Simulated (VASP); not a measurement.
# TiO2 (P4_2/mnm) in VASP: a series of runs, part 2 of 2

VASP 6.6.1.

### 4 Single point, PBE

This run uses another cell than the first one, of 11.05 Å³/atom.

The input, INCAR:

```
PREC     = Accurate       # precision mode
ENCUT    = 520            # plane-wave cutoff, eV
EDIFF    = 1E-6           # SCF threshold, eV
ISMEAR   = 0              # smearing method
SIGMA    = 0.05           # smearing width, eV
LREAL    = F              # projectors in reciprocal space
LASPH    = T              # aspherical terms in the spheres
NELM     = 100            # most SCF steps
ALGO     = Normal         # electronic algorithm
ISIF     = 2              # what is computed and relaxed
LWAVE    = F              # write WAVECAR
LCHARG   = T              # write CHGCAR
GGA      = PE             # functional
LELF     = T              # ELF
LVHAR    = T            
NBANDS   = 33             # bands
```

The input, KPOINTS:

```
Automatic mesh
0
Gamma
  6 6 10
```

The input, POSCAR:

```
TiO2
1.0
    4.8601000000      0.0000000000      0.0000000000
    0.0000000000      4.8601000000      0.0000000000
    0.0000000000      0.0000000000      2.8058000000
Ti O
2 4
Direct
    0.0000000000      0.0000000000      0.0000000000
    0.5000000000      0.5000000000      0.5000000000
    0.3050970583      0.3050970583      0.0000000000
    0.1949029417      0.8050970583      0.5000000000
    0.6949029417      0.6949029417      0.0000000000
    0.8050970583      0.1949029417      0.5000000000
```

Potentials or basis: VASP PAW PBE potentials, release 64 (Ti_sv, O).

Started as:

```console
> cat potpaw_PBE.64/Ti_sv/POTCAR potpaw_PBE.64/O/POTCAR > POTCAR
> mpirun -np 1 vasp_std > vasp.out
```

OUTCAR:

```text
PREC = Accurate
   ENCUT = 520
   EDIFF = 1E-6
   ISMEAR = 0
   LREAL = F
   LASPH = T
   NELM = 100
   ISIF = 2
   GGA = PE

 ion  position               nearest neighbor table
   1  0.000  0.000  0.000-   4 1.94   6 1.94   4 1.94   6 1.94   5 2.10   3 2.10
   2  0.500  0.500  0.500-   3 1.94   5 1.94   3 1.94   5 1.94   4 2.10   6 2.10
   3  0.305  0.305  0.000-   2 1.94   2 1.94   1 2.10
   4  0.195  0.805  0.500-   1 1.94   1 1.94   2 2.10
   5  0.695  0.695  0.000-   2 1.94   2 1.94   1 2.10
   6  0.805  0.195  0.500-   1 1.94   1 1.94   2 2.10

  LATTYP: Found a simple tetragonal cell.
[... 1071 lines left out ...]
  -------------------------------------------------------------------------------------
  Total       -4.4205175     -4.4205175      6.3814092      0.0000000      0.0000000      0.0000000
  in kB     -106.8652672   -106.8652672    154.2694949      0.0000000      0.0000000      0.0000000
  external PRESSURE =     -19.8203465 kB  Pullay stress =       0.0000000 kB

 VOLUME and BASIS-vectors are now :
 -----------------------------------------------------------------------------
  energy-cutoff  :      520.00
  volume of cell :       66.27
      direct lattice vectors                 reciprocal lattice vectors
     4.860100000  0.000000000  0.000000000     0.205757083  0.000000000  0.000000000
     0.000000000  4.860100000  0.000000000     0.000000000  0.205757083  0.000000000
     0.000000000  0.000000000  2.805800000     0.000000000  0.000000000  0.356404590

 POSITION                                       TOTAL-FORCE (eV/Angst)
 -----------------------------------------------------------------------------------
      0.00000      0.00000      0.00000        -0.000000     -0.000000     -0.000000
      2.43005      2.43005      1.40290        -0.000000     -0.000000     -0.000000
      1.48280      1.48280      0.00000         0.177826      0.177826     -0.000000
      0.94725      3.91285      1.40290        -0.177826      0.177826     -0.000000
      3.37730      3.37730      0.00000        -0.177826     -0.177826      0.000000
      3.91285      0.94725      1.40290         0.177826     -0.177826     -0.000000
 -----------------------------------------------------------------------------------
    total drift:                               -0.000000      0.000000     -0.000000

  FREE ENERGIE OF THE ION-ELECTRON SYSTEM (eV)
  ---------------------------------------------------
  free  energy   TOTEN  =       -53.3130069718 eV

  energy  without entropy=      -53.3130069718  energy(sigma->0) =      -53.31300697
```

OSZICAR:

```text
N       E                     dE             d eps       ncg     rms          rms(c)
DAV:   1     0.647795877919E+03    0.64780E+03   -0.24204E+04  3960   0.170E+03
DAV:   2     0.269026362897E+02   -0.62089E+03   -0.57585E+03  4347   0.504E+02
DAV:   3    -0.656290530443E+02   -0.92532E+02   -0.89863E+02  5324   0.187E+02
DAV:   4    -0.704496285958E+02   -0.48206E+01   -0.48075E+01  5814   0.410E+01
DAV:   5    -0.706363383799E+02   -0.18671E+00   -0.18669E+00  5294   0.634E+00    0.305E+01
DAV:   6    -0.542529475734E+02    0.16383E+02   -0.76707E+01  5161   0.870E+01    0.132E+01
DAV:   7    -0.538518318368E+02    0.40112E+00   -0.16463E+01  4884   0.388E+01    0.969E+00
DAV:   8    -0.535517253171E+02    0.30011E+00   -0.67272E-01  4530   0.702E+00    0.703E+00
DAV:   9    -0.534758558326E+02    0.75869E-01   -0.15799E+00  5150   0.143E+01    0.382E+00
DAV:  10    -0.533222652598E+02    0.15359E+00   -0.73371E-01  4830   0.822E+00    0.835E-01
DAV:  11    -0.533138160190E+02    0.84492E-02   -0.40129E-02  4780   0.157E+00    0.422E-01
DAV:  12    -0.533138121646E+02    0.38543E-05   -0.73850E-03  4385   0.929E-01    0.231E-01
DAV:  13    -0.533131051660E+02    0.70700E-03   -0.11579E-03  5355   0.348E-01    0.816E-02
DAV:  14    -0.533130115307E+02    0.93635E-04   -0.21056E-04  5309   0.149E-01    0.302E-02
DAV:  15    -0.533130069616E+02    0.45691E-05   -0.61037E-05  5349   0.557E-02    0.745E-03
DAV:  16    -0.533130069718E+02   -0.10224E-07   -0.38656E-06  3989   0.148E-02
   1 F= -.53313007E+02 E0= -.53313007E+02  d E =-.645080E-25
```

stdout:

```text
POSCAR found type information on POSCAR TiO
 POSCAR found :  2 types and       6 ions
 scaLAPACK will be used
 LDA part: xc-table for (Slater+PW92), standard interpolation
 POSCAR, INCAR and KPOINTS ok, starting setup
 FFT: planning ... GRIDC
 FFT: planning ... GRID_SOFT
 FFT: planning ... GRID
 WAVECAR not read
 entering main loop
```

Wall time 3.3 min (1 thread of AMD EPYC 7R43 (Zen 3), shared host); peak memory 0.2 GiB.

What came out:

| Quantity | Value |
| --- | --- |
| Free energy | -53.3130 eV |
| Pressure | -2.0 GPa |
| Largest force | 0.251 eV/Å |
| Band gap on the k mesh | 1.90 eV (least direct gap 1.94 eV) |

Forces on the atoms (eV/Å):
```
Ti   0.000  0.000  0.000
Ti   0.000  0.000  0.000
O    0.178  0.178  0.000
O   -0.178  0.178  0.000
O   -0.178 -0.178  0.000
O    0.178 -0.178  0.000
```

Levels at points of the mesh, in eV from the valence-band top:
```
           k point  band 22  band 23  band 24  band 25  band 26  band 27
(0.00, 0.00, 0.00)    -0.26    -0.09    -0.04     1.91     2.06     3.00
(0.50, 0.00, 0.00)    -0.70    -0.52    -0.52     2.53     2.53     3.31
(0.50, 0.50, 0.00)    -0.86    -0.50    -0.50     1.90     1.90     3.01
(0.00, 0.00, 0.50)    -1.54    -1.23    -1.23     3.02     3.02     3.63
(0.50, 0.00, 0.50)    -1.76    -0.68    -0.68     2.17     2.17     3.87
(0.50, 0.50, 0.50)    -0.81    -0.58    -0.58     2.78     2.78     3.27
```

### 5 Single point, PBE

This run uses another cell than the first one, of 11.15 Å³/atom.

The input, INCAR:

```
SYSTEM = TiO2
  PREC = Accurate
  ENCUT = 520
  EDIFF = 1E-6
  ISMEAR = 0
  SIGMA = 0.05
  LREAL = .False.
  LASPH = .True.
  NELM = 60
  ALGO = Normal
  ISIF = 2
  LWAVE = .False.
  LCHARG = .False.
  GGA = PE
  NBANDS = 33
```

The input, KPOINTS:

```
Automatic mesh
0
Gamma
  6 6 10
  0 0 0
```

Edit POSCAR of step 4 so:

```diff
@@ -2,5 +2,5 @@
 1.0
-    4.8601000000      0.0000000000      0.0000000000
-    0.0000000000      4.8601000000      0.0000000000
-    0.0000000000      0.0000000000      2.8058000000
+    4.7517000000      0.0000000000      0.0000000000
+    0.0000000000      4.7517000000      0.0000000000
+    0.0000000000      0.0000000000      2.9638636879
 Ti O
```

Started as:

```console
> cat potpaw_PBE.64/Ti_sv/POTCAR potpaw_PBE.64/O/POTCAR > POTCAR
> mpirun -np 1 vasp_std > vasp.out
```

It took 3.2 min on 1 thread of AMD EPYC 7R43 (Zen 3), shared host; peak memory 0.21 GiB.

It converged, with:

* Free energy: -53.5970 eV
* Pressure: -8.0 GPa
* Largest force: 0.243 eV/Å
* Band gap on the k mesh: 1.77 eV

Forces in eV/Å, atoms in the order of the input:
```
Ti   0.000  0.000  0.000
Ti   0.000  0.000  0.000
O    0.172  0.172  0.000
O   -0.172  0.172  0.000
O   -0.172 -0.172  0.000
O    0.172 -0.172  0.000
```

Stress tensor (GPa, compression positive):
```
-9.04  0.00  0.00
 0.00 -9.04  0.00
 0.00  0.00 -5.84
```

Levels at points of the mesh, in eV from the valence-band top:
```tsv
k point	band 22	band 23	band 24	band 25	band 26	band 27
(0.00, 0.00, 0.00)	-0.39	-0.39	0.00	1.77	2.00	2.40
(0.50, 0.00, 0.00)	-1.34	-0.64	-0.64	2.36	2.36	2.85
(0.50, 0.50, 0.00)	-1.08	-1.00	-1.00	1.78	1.78	2.45
(0.00, 0.00, 0.50)	-1.95	-1.34	-1.34	2.75	2.75	3.17
(0.50, 0.00, 0.50)	-1.87	-0.88	-0.88	1.85	1.85	3.17
(0.50, 0.50, 0.50)	-1.07	-0.65	-0.65	2.45	2.45	3.02
```

Caveat: the cell stands under tension. A k mesh can miss the band edges.

### 6 Overview

```csv
cell,gap on the mesh (eV),pressure (GPa),largest force (eV/Å)
"a = 4.643, b = 4.643, c = 3.043 Å, 6 atoms",1.72,-6.0,0.08
"a = 4.535, b = 4.535, c = 3.201 Å, 6 atoms",1.70,-8.3,0.01
"a = 4.860, b = 4.860, c = 2.806 Å, 6 atoms",1.90,-2.0,0.25
"a = 4.752, b = 4.752, c = 2.964 Å, 6 atoms",1.77,-8.0,0.24
```

Alike in all rows: task single point; level PBE; potentials or basis VASP PAW PBE potentials, release 64 (Ti_sv, O); no spin polarisation; k mesh 6 × 6 × 10; cutoff (eV) 520; smearing gaussian 0.05 eV.

Caveats: the cell stands under tension (at least some runs).

Total energies depend on the potentials used, so only differences within one code and one set of settings carry meaning.
